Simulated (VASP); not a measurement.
# Pt (I4/mmm) in VASP: a series of runs, part 2 of 2

VASP 6.6.1. The steps go on from the part before.

### Step 5. Single point, LDA (strain -0.015 along x and y, +0.030 along z)

INCAR reads:

```
PREC = Accurate
ENCUT = 520
EDIFF = 1E-6
ISMEAR = 0
SIGMA = 0.15
LREAL = False
LASPH = True
NELM = 80
ALGO = Fast
ISIF = 2
LWAVE = False
LCHARG = False
NBANDS = 11
```

KPOINTS reads:

```
regular mesh
0
Gamma
  22 22 22
```

POSCAR reads:

```
Pt
1.0
   -1.5604567000      1.5604567000      1.6317466000
    1.5604567000     -1.5604567000      1.6317466000
    1.5604567000      1.5604567000     -1.6317466000
Pt
1
Direct
    0.0000000000      0.0000000000      0.0000000000
```

Potentials or basis: VASP PAW LDA potentials, release 64 (Pt).

Started as:

```sh
$ cat potpaw_LDA.64/Pt/POTCAR > POTCAR
$ mpirun -np 1 vasp_std > vasp.out
```

OUTCAR:

```text
PREC = Accurate
   ENCUT = 520
   EDIFF = 1E-6
   ISMEAR = 0
   LREAL = False
   LASPH = True
   NELM = 80
   ISIF = 2

 ion  position               nearest neighbor table
   1  0.000  0.000  0.000-

  LATTYP: Found a body centered tetragonal cell.
 ALAT       =     3.1209134000
 C/A-ratio  =     1.0456852792

  Lattice vectors:

 A1 = (  -1.5604567000,   1.5604567000,   1.6317466000)
 A2 = (   1.5604567000,  -1.5604567000,   1.6317466000)
 A3 = (   1.5604567000,   1.5604567000,  -1.6317466000)

[... 515 lines left out ...]

 [... further k-points ...]

------------------------ aborting loop because EDIFF is reached ----------------------------------------

  FORCE on cell =-STRESS in cart. coord.  units (eV):
  Direction    XX          YY          ZZ          XY          YZ          ZX
  --------------------------------------------------------------------------------------
  -------------------------------------------------------------------------------------
  Total       -1.6423329     -1.6423329     -1.2648065      0.0000000      0.0000000      0.0000000
  in kB     -165.5600792   -165.5600792   -127.5024478      0.0000000      0.0000000      0.0000000
  external PRESSURE =    -152.8742021 kB  Pullay stress =       0.0000000 kB

 VOLUME and BASIS-vectors are now :
 -----------------------------------------------------------------------------
  energy-cutoff  :      520.00
  volume of cell :       15.89
      direct lattice vectors                 reciprocal lattice vectors
    -1.560456700  1.560456700  1.631746600     0.000000000  0.320419016  0.306420127
     1.560456700 -1.560456700  1.631746600     0.320419016  0.000000000  0.306420127
     1.560456700  1.560456700 -1.631746600     0.320419016  0.320419016  0.000000000

 POSITION                                       TOTAL-FORCE (eV/Angst)
 -----------------------------------------------------------------------------------
      0.00000      0.00000      0.00000         0.000000      0.000000      0.000000
 -----------------------------------------------------------------------------------
    total drift:                                0.000000     -0.000000      0.000000

  FREE ENERGIE OF THE ION-ELECTRON SYSTEM (eV)
  ---------------------------------------------------
  free  energy   TOTEN  =        -7.3526340890 eV

  energy  without entropy=       -7.3396954771  energy(sigma->0) =       -7.34616478
```

Wall time 2.5 min (1 thread of Intel Xeon 8259CL, shared host); peak memory 0.25 GiB.

What came out:

| Property | Result |
| --- | --- |
| Free energy | -7.3526 eV |
| Pressure | -15.3 GPa |
| Band gap on the k mesh | zero (bands 5 and 6 overlap by 2.16 eV) |

Caveat: the cell differs from its parent crystal (strain -0.015 along x and y, +0.030 along z); the cell stands under tension; spin-orbit coupling is left out, which moves the levels of the heavy elements.

### Step 6. Single point, LDA (strain +0.015 along x and y, -0.030 along z)

INCAR reads:

```
SYSTEM = Pt
PREC = Accurate
ENCUT = 520
EDIFF = 1E-6
ISMEAR = 0
SIGMA = 0.15
LREAL = .FALSE.
LASPH = .TRUE.
NELM = 80
ALGO = Fast
ISIF = 2
LWAVE = .FALSE.
LCHARG = .FALSE.
NBANDS = 11
```

KPOINTS reads:

```
Automatic mesh
0
G
  22 22 22
  0 0 0
```

POSCAR reads:

```
Pt
1.0
   -1.6079833000      1.6079833000      1.5366934000
    1.6079833000     -1.6079833000      1.5366934000
    1.6079833000      1.6079833000     -1.5366934000
Pt
1
Direct
    0.0000000000      0.0000000000      0.0000000000
```

Potentials or basis: VASP PAW LDA potentials, release 64 (Pt).

Started as:

```sh
$ cat potpaw_LDA.64/Pt/POTCAR > POTCAR
$ mpirun -np 1 vasp_std > vasp.out
```

It took 2.1 min on 1 thread of Intel Xeon 8259CL, shared host; peak memory 0.24 GiB.

Results (log left out):

```
Free energy            : -7.3536 eV
Pressure               : -15.3 GPa
Band gap on the k mesh : zero (bands 5 and 6 overlap by 2.08 eV)
```

Stress tensor (GPa, compression positive):
```
-13.74   0.00   0.00
  0.00 -13.74   0.00
  0.00   0.00 -18.34
```

Levels at points of the mesh, in eV from the Fermi level:
| k point | band 3 | band 4 | band 5 | band 6 | band 7 | band 8 |
| --- | --- | --- | --- | --- | --- | --- |
| (0.00, 0.00, 0.00) | -3.32 | -3.32 | -1.24 | -0.71 | 16.80 | 16.80 |
| (0.50, 0.00, 0.00) | -1.08 | -0.46 | 0.39 | 1.05 | 6.38 | 13.08 |
| (0.50, 0.50, 0.00) | -1.49 | -0.76 | 0.10 | 0.98 | 5.99 | 13.62 |
| (0.50, 0.50, 0.50) | 0.48 | 0.48 | 0.61 | 7.18 | 7.18 | 8.55 |

Caveat: the cell differs from its parent crystal (strain +0.015 along x and y, -0.030 along z); the cell stands under tension; spin-orbit coupling is left out, which moves the levels of the heavy elements.

### Step 7. Single point, LDA (strain +0.000 along x and y, +0.015 along z)

INCAR reads:

```
ALGO = Fast ; EDIFF = 1E-6
ENCUT = 520 ; GGA = CA
ISIF = 2 ; ISMEAR = 0
LASPH = True ; LCHARG = False
LREAL = False ; LWAVE = False
NBANDS = 11 ; NELM = 60
PREC = Accurate ; SIGMA = 0.15
```

KPOINTS reads:

```
k-points
0
Gamma
  22 22 22
```

POSCAR reads:

```
Pt
1.0
   -1.5842200000      1.5842200000      1.6079833000
    1.5842200000     -1.5842200000      1.6079833000
    1.5842200000      1.5842200000     -1.6079833000
Pt
1
Direct
    0.0000000000      0.0000000000      0.0000000000
```

Potentials or basis: VASP PAW LDA potentials, release 64 (Pt).

Started as:

```sh
$ cat potpaw_LDA.64/Pt/POTCAR > POTCAR
$ mpirun -np 1 vasp_std > vasp.out
```

OUTCAR:

```text
EDIFF = 1E-6
   ENCUT = 520
   GGA = CA
   ISIF = 2
   ISMEAR = 0
   LASPH = True
   LREAL = False
   NELM = 60
   PREC = Accurate

 ion  position               nearest neighbor table
   1  0.000  0.000  0.000-

  LATTYP: Found a body centered tetragonal cell.
 ALAT       =     3.1684400000
 C/A-ratio  =     1.0150000000

  Lattice vectors:

 A1 = (  -1.5842200000,   1.5842200000,   1.6079833000)
 A2 = (   1.5842200000,  -1.5842200000,   1.6079833000)
 A3 = (   1.5842200000,   1.5842200000,  -1.6079833000)
[... 518 lines left out ...]
     11      33.9732      0.00000

 [... further k-points ...]

------------------------ aborting loop because EDIFF is reached ----------------------------------------

  FORCE on cell =-STRESS in cart. coord.  units (eV):
  Direction    XX          YY          ZZ          XY          YZ          ZX
  --------------------------------------------------------------------------------------
  -------------------------------------------------------------------------------------
  Total       -1.8873915     -1.8873915     -1.7495327      0.0000000      0.0000000      0.0000000
  in kB     -187.3268711   -187.3268711   -173.6441451      0.0000000      0.0000000      0.0000000
  external PRESSURE =    -182.7659624 kB  Pullay stress =       0.0000000 kB

 VOLUME and BASIS-vectors are now :
 -----------------------------------------------------------------------------
  energy-cutoff  :      520.00
  volume of cell :       16.14
      direct lattice vectors                 reciprocal lattice vectors
    -1.584220000  1.584220000  1.607983300     0.000000000  0.315612731  0.310948503
     1.584220000 -1.584220000  1.607983300     0.315612731  0.000000000  0.310948503
     1.584220000  1.584220000 -1.607983300     0.315612731  0.315612731  0.000000000

 POSITION                                       TOTAL-FORCE (eV/Angst)
 -----------------------------------------------------------------------------------
      0.00000      0.00000      0.00000         0.000000     -0.000000     -0.000000
 -----------------------------------------------------------------------------------
    total drift:                               -0.000000      0.000000     -0.000000

  FREE ENERGIE OF THE ION-ELECTRON SYSTEM (eV)
  ---------------------------------------------------
  free  energy   TOTEN  =        -7.3214746009 eV

  energy  without entropy=       -7.3080341255  energy(sigma->0) =       -7.31475436
```

stdout:

```text
POSCAR found type information on POSCAR Pt
 POSCAR found :  1 types and       1 ions
 scaLAPACK will be used
 LDA part: xc-table for (Slater(with rela. corr.)+CA(PZ))
 , standard interpolation
 POSCAR, INCAR and KPOINTS ok, starting setup
 FFT: planning ... GRIDC
 FFT: planning ... GRID_SOFT
 FFT: planning ... GRID
 WAVECAR not read
 entering main loop
```

Run time: 2.9 min. Hardware: 1 thread of Intel Xeon 8259CL, shared host; peak memory 0.26 GiB.

Results:

- Free energy: -7.3215 eV
- Pressure: -18.3 GPa
- Band gap on the k mesh: zero (bands 5 and 6 overlap by 2.03 eV)

Caveat: the cell differs from its parent crystal (strain +0.000 along x and y, +0.015 along z); the cell stands under tension; spin-orbit coupling is left out, which moves the levels of the heavy elements.

### Step 8. Overview

| cell | further INCAR settings | gap on the mesh (eV) | pressure (GPa) |
| --- | --- | --- | --- |
| a = 2.717 Å, angles 109.9, 109.9, 108.7°, 1 atom | ALGO = Fast; EDIFF = 1e-07; NBANDS = 11 | none | -8.4 |
| a = 2.730 Å, angles 109.1, 109.1, 110.3°, 1 atom | ALGO = Fast; EDIFF = 1e-06; NBANDS = 11 | none | -12.0 |
| a = 2.731 Å, angles 110.3, 110.3, 107.8°, 1 atom | ALGO = Fast; EDIFF = 1e-06; NBANDS = 11 | none | -12.0 |
| a = 2.745 Å, angles 110.7, 110.7, 107.0°, 1 atom | ALGO = Fast; EDIFF = 1e-06; NBANDS = 11 | none | -15.3 |
| a = 2.745 Å, angles 108.3, 108.3, 111.9°, 1 atom | ALGO = Fast; EDIFF = 1e-06; NBANDS = 11 | none | -15.3 |
| a = 2.758 Å, angles 109.9, 109.9, 108.7°, 1 atom | ALGO = Fast; EDIFF = 1e-06; NBANDS = 11 | none | -18.3 |

Alike in all rows: task single point; level LDA; potentials or basis VASP PAW LDA potentials, release 64 (Pt); no spin polarisation; k mesh 22 × 22 × 22; cutoff (eV) 520; smearing gaussian 0.15 eV.

Caveats: the cell stands under tension; spin-orbit coupling is left out, which moves the levels of the heavy elements.

Total energies depend on the potentials used, so only differences within one code and one set of settings carry meaning.
